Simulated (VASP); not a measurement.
# Al13Cu11 in VASP: a series of runs, part 2 of 2

VASP 6.6.1. The steps go on from the part before.

## (6) Single point, PBE

This run uses another cell than the first one, of 14.73 Å³/atom, 1.028 times its volume.

The input, INCAR:

```
PREC = Accurate
ENCUT = 520
EDIFF = 1E-6
ISMEAR = -1
SIGMA = 0.1017
LREAL = Auto
LASPH = T
NELM = 60
ALGO = Normal
ISIF = 2
LWAVE = F
LCHARG = F
GGA = PE
NBANDS = 98
ISYM = 0
```

The input, KPOINTS:

```
Automatic mesh
0
Gamma
  1 1 1
  0.25 0.25 0.25
```

The input, POSCAR:

```
Al13Cu11
1.0
    7.1452280000      0.0272100000     -0.2795910000
    0.0272100000      7.0459230000      0.0416720000
   -0.2795910000      0.0416720000      7.0313830000
Al Cu
13 11
Direct
    0.1948963209      0.7137417909      0.1099340214
    0.5257767555      0.4874559766      0.2650781764
    0.4425163594      0.8535975656      0.7612643876
    0.6000426948      0.7802282015      0.4058602507
    0.1230526388      0.1913667467      0.6537093450
    0.6040633354      0.2957603800      0.9106011926
    0.2850250604      0.2559264746      0.0438240206
    0.9119890809      0.5144874164      0.4815717220
    0.7715372564      0.1537614569      0.3620197229
    0.2194588738      0.7300947830      0.4674097850
    0.4294965644      0.1233035066      0.4135003128
    0.9110176839      0.0866985932      0.9758974076
    0.5223653010     -0.0464415613      0.1039572086
    0.8961666699      0.8591928095      0.5085171513
    0.4379928270      0.5654111973      0.8854736027
    0.0382351814      0.8476381192      0.8173522104
    0.1194337359      0.0685299619      0.2956031292
    0.5360666630      0.4796180523      0.5847753950
    0.6871073353      0.0430588334      0.6710881315
    0.0418936568      0.4434898649      0.8729754843
    0.8504119877      0.3780691124      0.1242665407
    0.7538523404      0.6777417157      0.7706550016
    0.2018728213      0.3961877129      0.3297159164
    0.8259750528      0.7203177866      0.1795584323
```

Potentials or basis: VASP PAW PBE potentials, release 64 (Al, Cu).

The run is started by

```
$ cat potpaw_PBE.64/Al/POTCAR potpaw_PBE.64/Cu/POTCAR > POTCAR
$ mpirun -np 1 vasp_std > vasp.out
```

OUTCAR:

```text
PREC = Accurate
   ENCUT = 520
   EDIFF = 1E-6
   ISMEAR = -1
   LREAL = Auto
   LASPH = T
   NELM = 60
   ISIF = 2
   GGA = PE
   ISYM = 0

 ion  position               nearest neighbor table
   1  0.195  0.714  0.110-  16 2.44  10 2.51  15 2.66  23 2.70  24 2.72  20 2.72  13 2.90  17 2.90
                             2 2.97   3 3.28   7 3.33
   2  0.526  0.487  0.265-  18 2.25   4 2.35  23 2.48  21 2.71  15 2.74   7 2.78  24 2.81  11 2.87
                             6 2.94   9 2.97   1 2.97   8 3.06  10 3.20
   3  0.443  0.854  0.761-  15 2.20  19 2.33  22 2.54  13 2.54  10 2.67   4 2.87  16 2.95  18 3.02
                            11 3.08   1 3.28   5 3.33
   4  0.600  0.780  0.406-  14 2.26   2 2.35  24 2.39  13 2.46  18 2.51  19 2.69  11 2.70  22 2.80
                            10 2.81   3 2.87   8 2.91   9 2.94
   5  0.123  0.191  0.654-  20 2.46  17 2.67  16 2.76  23 2.78  11 2.91  12 2.92   8 2.92   7 2.94
                            14 3.00   9 3.13   3 3.33
   6  0.604  0.296  0.911-  15 2.23  21 2.31   7 2.55  19 2.56  18 2.63  12 2.64  13 2.84   2 2.94

   7  0.285  0.256  0.044-  23 2.37  20 2.41   6 2.55  17 2.57  15 2.71  13 2.72   2 2.78  11 2.87
                             5 2.94  12 2.94   1 3.33
   8  0.912  0.514  0.482-  14 2.44  23 2.55  24 2.59  22 2.67  10 2.69  21 2.71  18 2.85   9 2.85
                            20 2.87   4 2.91   5 2.92   2 3.06
   9  0.772  0.154  0.362-  21 2.39  19 2.42  14 2.44  11 2.51  17 2.63  13 2.84   8 2.85   4 2.94
                             2 2.97  12 3.01   5 3.13
  10  0.219  0.730  0.467-   1 2.51  14 2.52  23 2.56   3 2.67   8 2.69  17 2.73   4 2.81  18 2.92
                            16 2.99  11 3.19   2 3.20
  11  0.429  0.123  0.414-  17 2.34   9 2.51  19 2.54  23 2.54  13 2.63   4 2.70   7 2.87   2 2.87
                            18 2.88   5 2.91   3 3.08  10 3.19
  12  0.911  0.087  0.976-  16 2.26  21 2.37  19 2.60  17 2.60   6 2.64  20 2.80   5 2.92   7 2.94
                             9 3.01  24 3.03  13 3.14
  13  0.522  0.954  0.104-   4 2.46   3 2.54  11 2.63   7 2.72  24 2.73   9 2.84   6 2.84   1 2.90
                            12 3.14
  14  0.896  0.859  0.509-   4 2.26  16 2.33  19 2.34   9 2.44   8 2.44  22 2.52  10 2.52  24 2.54
                            17 2.71   5 3.00
  15  0.438  0.565  0.885-   3 2.20   6 2.23  18 2.36  22 2.58   1 2.66   7 2.71   2 2.74
  16  0.038  0.848  0.817-  12 2.26  14 2.33  22 2.37   1 2.44   5 2.76   3 2.95  10 2.99
  17  0.119  0.069  0.296-  11 2.34  23 2.40   7 2.57  12 2.60   9 2.63   5 2.67  14 2.71  10 2.73
                             1 2.90
  18  0.536  0.480  0.585-   2 2.25  15 2.36  22 2.42   4 2.51   6 2.63   8 2.85  11 2.88  10 2.92
                             3 3.02
  19  0.687  0.043  0.671-   3 2.33  14 2.34   9 2.42  11 2.54   6 2.56  12 2.60   4 2.69  22 2.69

  20  0.042  0.443  0.873-  21 2.36   7 2.41   5 2.46  22 2.68   1 2.72  12 2.80   8 2.87
  21  0.850  0.378  0.124-   6 2.31  20 2.36  12 2.37   9 2.39  24 2.45   2 2.71   8 2.71
  22  0.754  0.678  0.771-  16 2.37  18 2.42  14 2.52   3 2.54  15 2.58   8 2.67  20 2.68  19 2.69
                             4 2.80
  23  0.202  0.396  0.330-   7 2.37  17 2.40   2 2.48  11 2.54   8 2.55  10 2.56   1 2.70   5 2.78

  24  0.826  0.720  0.180-   4 2.39  21 2.45  14 2.54   8 2.59   1 2.72  13 2.73   2 2.81  12 3.03

IMPORTANT INFORMATION: All symmetrisations will be switched off!
NOSYMM: (Re-)initialisation of all symmetry stuff for point group C_1.

----------------------------------------------------------------------------------------

                                     Primitive cell

  volume of cell :     353.4240

  direct lattice vectors                    reciprocal lattice vectors
     7.145228000  0.027210000 -0.279591000     0.140173967 -0.000574310  0.005577183
     0.027210000  7.045923000  0.041672000    -0.000574310  0.141933375 -0.000864015
    -0.279591000  0.041672000  7.031383000     0.005577183 -0.000864015  0.142446420

  length of vectors
     7.150747841  7.046098769  7.037062923     0.140286050  0.141937167  0.142558178

  position of ions in fractional coordinates (direct lattice)
     0.194896321  0.713741791  0.109934021
[... 90 lines left out ...]
   ISTART =      0    job   : 0-new  1-cont  2-samecut
   ICHARG =      2    charge: 1-file 2-atom 10-const
   ISPIN  =      1    spin polarized calculation?
   LNONCOLLINEAR =      F non collinear calculations
   LSORBIT =      F    spin-orbit coupling
   LASPH  =      T    aspherical Exc in radial PAW
   ENCUT  =  520.0 eV  38.22 Ry    6.18 a.u.  13.30 13.10 13.08*2*pi/ulx,y,z
   NELM   =     60;   NELMIN=  2; NELMDL= -5     # of ELM steps
   EDIFF  = 0.1E-05   stopping-criterion for ELM
   LREAL  =      T    real-space projection
   EDIFFG = 0.1E-04   stopping-criterion for IOM
   NSW    =      0    number of steps for IOM
   IBRION =     -1    ionic relax: 0-MD 1-quasi-New 2-CG
   NFREE  =      0    steps in history (QN), initial steepest desc. (CG)
   ISIF   =      2    stress and relaxation
   ISYM   =      0    0-nonsym 1-usesym 2-fastsym
   POTIM  = 0.5000    time-step for ionic-motion
   TEBEG  =    0.0;   TEEND  =   0.0 temperature during run
   PSTRESS=    0.0 pullay stress
   NELECT =     160.0000    total number of electrons
   NUPDOWN=      -1.0000    fix difference up-down
   EMIN   =  10.00;   EMAX   =-10.00  energy-range for DOS
   EFERMI =   0.00;   METHOD = LEGACY
   ISMEAR =    -1;   SIGMA  =   0.10  broadening in eV -4-tet -1-fermi 0-gaus
   EFERMI_NEDOS =   21; number of points for ismear=-14 and -15
   IALGO  =     38    algorithm
   IMIX   =      4    mixing-type and parameters
     AMIX     =   0.40;   BMIX     =  1.00
     AMIX_MAG =   1.60;   BMIX_MAG =  1.00
  volume/ion in A,a.u.               =      14.73        99.38
  Fermi-wavevector in a.u.,A,eV,Ry     =   1.257041  2.375463 21.499277  1.580152
  Thomas-Fermi vector in A             =   2.390720
   LORBIT       =      0    0 simple, 1 ext, 2 COOP (PROOUT), +10 PAW based schemes
   GGA     = PE    functional components
   LHFCALC =     F    Hartree Fock is set to
   AEXX    =    0.0000 exact exchange contribution
   IVDW    =     0    specifies the selected vdW correction
   LEPSILON=     F    determine dielectric tensor
   LRPA    =     F    only Hartree local field effects (RPA)
 non-spin polarized calculation
  energy-cutoff  :      520.00
  volume of cell :      353.42
 maximum number of plane-waves:      9522
 NGX is ok and might be reduce to    54

 number of electron     160.0000018 magnetization

 Free energy of the ion-electron system (eV)
  ---------------------------------------------------
  ext. energy  EPLUGINS =         0.00000000
  ---------------------------------------------------
  free energy    TOTEN  =       -86.14911779 eV

  energy without entropy =      -85.89809882  energy(sigma->0) =      -86.02360831

 E-fermi :   7.6411     XC(G=0): -10.9609

 val. band max:        7.4661428356   @ k =   0.2500   0.2500   0.2500
 cond. band min:       7.7868797328   @ k =   0.2500   0.2500   0.2500
 fundamental gap:      0.3207368971
 Fermi energy:         7.6410943559

 k-point     1 :       0.2500    0.2500    0.2500
  band No.  band energies     occupation
      1      -2.5337      2.00000
      2      -1.3413      2.00000
      3      -1.0289      2.00000
      4      -0.6391      2.00000
      5       0.0835      2.00000
      6       0.3941      2.00000
[... 84 lines left out ...]
     91      10.1534      0.00000
     92      10.3633      0.00000
 [bands above 92 left out]

------------------------ aborting loop because EDIFF is reached ----------------------------------------

  FORCE on cell =-STRESS in cart. coord.  units (eV):
  Direction    XX          YY          ZZ          XY          YZ          ZX
  --------------------------------------------------------------------------------------
  -------------------------------------------------------------------------------------
  Total       12.4067905     15.6648440     16.1885668     -6.0501782     -7.0396054     -3.6977083
  in kB       56.2437117     71.0134478     73.3876405    -27.4272767    -31.9126479    -16.7628234
  external PRESSURE =      66.8816000 kB  Pullay stress =       0.0000000 kB

 VOLUME and BASIS-vectors are now :
 -----------------------------------------------------------------------------
  energy-cutoff  :      520.00
  volume of cell :      353.42
      direct lattice vectors                 reciprocal lattice vectors
     7.145228000  0.027210000 -0.279591000     0.140173967 -0.000574310  0.005577183
     0.027210000  7.045923000  0.041672000    -0.000574310  0.141933375 -0.000864015
    -0.279591000  0.041672000  7.031383000     0.005577183 -0.000864015  0.142446420

 POSITION                                       TOTAL-FORCE (eV/Angst)
 -----------------------------------------------------------------------------------
      1.38126      5.03885      0.74824        -0.007095     -0.351383     -0.651073
      3.69594      3.45993      1.73718         0.092519     -1.532949     -2.489694
      2.97226      6.05815      5.26459        -1.246336      1.212132     -1.288704
      4.19520      5.53067      2.71851        -0.778748      1.075799      1.964258
      0.70167      1.37895      4.57005        -0.217911     -0.511129     -0.602001
      4.06962      2.13829      6.24622         0.659991     -1.119904     -1.169594
[... 16 lines left out ...]
      1.36102      2.81074      2.27843        -0.226701      0.818843      0.622641
      5.87118      5.10526      1.06163         0.261031      0.527488     -0.881599
 -----------------------------------------------------------------------------------
    total drift:                                0.000462      0.004490     -0.006364

  FREE ENERGIE OF THE ION-ELECTRON SYSTEM (eV)
  ---------------------------------------------------
  free  energy   TOTEN  =       -86.1491177917 eV

  energy  without entropy=      -85.8980988215  energy(sigma->0) =      -86.02360831
```

It took 1.8 min on 1 thread of Intel Xeon Platinum 8488C (Sapphire Rapids), shared host; peak memory 0.37 GiB.

Results:

| Property | Result |
| --- | --- |
| Free energy | -86.1491 eV |
| Pressure | 6.7 GPa |
| Largest force | 2.925 eV/Å |
| Band gap on the k mesh | 0.32 eV |

Forces on the atoms (eV/Å):
```
Al  -0.007 -0.351 -0.651
Al   0.093 -1.533 -2.490
Al  -1.246  1.212 -1.289
Al  -0.779  1.076  1.964
Al  -0.218 -0.511 -0.602
Al   0.660 -1.120 -1.170
Al  -0.240 -0.162 -0.300
Al  -0.482 -0.658  0.372
Al   0.555  0.358 -0.481
Al   0.401  0.238  0.880
Al  -0.200  0.356  1.121
Al  -0.269 -0.102  0.499
Al   0.399  0.004 -0.518
Cu   1.939  0.548 -0.753
Cu  -1.386 -0.246  1.501
Cu   1.667 -0.597 -0.182
Cu  -1.000 -1.022 -0.131
Cu  -0.309 -0.715  0.708
Cu   0.077  0.802  0.527
Cu  -0.211  0.856 -0.741
Cu   0.642  0.776  1.402
Cu  -0.121 -0.554  0.592
Cu  -0.227  0.819  0.623
Cu   0.261  0.527 -0.882
```

Caveat: the k points lie up to 0.90 Å⁻¹ apart.

## (7) Overview

| cell | k mesh | smearing | gap on the mesh (eV) | pressure (GPa) | largest force (eV/Å) |
| --- | --- | --- | --- | --- | --- |
| a = 7.860, b = 7.048, c = 6.427 Å, angles 80.0, 101.0, 93.7°, 24 atoms | 2 × 2 × 2, shifted | gaussian 0.1 eV | none | 0.3 | 0.03 |
| a = 7.151, b = 7.046, c = 7.037 Å, angles 89.3, 94.5, 89.6°, 24 atoms | 1 × 1 × 1, shifted | fermi-dirac 0.1413 eV | 0.31 | 9.0 | 3.32 |
| a = 7.151, b = 7.046, c = 7.037 Å, angles 89.3, 94.5, 89.6°, 24 atoms | 1 × 1 × 1, shifted | fermi-dirac 0.1017 eV | 0.32 | 6.7 | 2.93 |

Some of these runs hold the atoms at other places in the same cell, which the table doesn't show; runs alike in all that it shows share one row.

Alike in all rows: task single point; level PBE; potentials or basis VASP PAW PBE potentials, release 64 (Al, Cu); no spin polarisation; cutoff (eV) 520.

Caveats: all runs use coarse meshes.

Absolute energies hang on the potentials; compare differences alone.
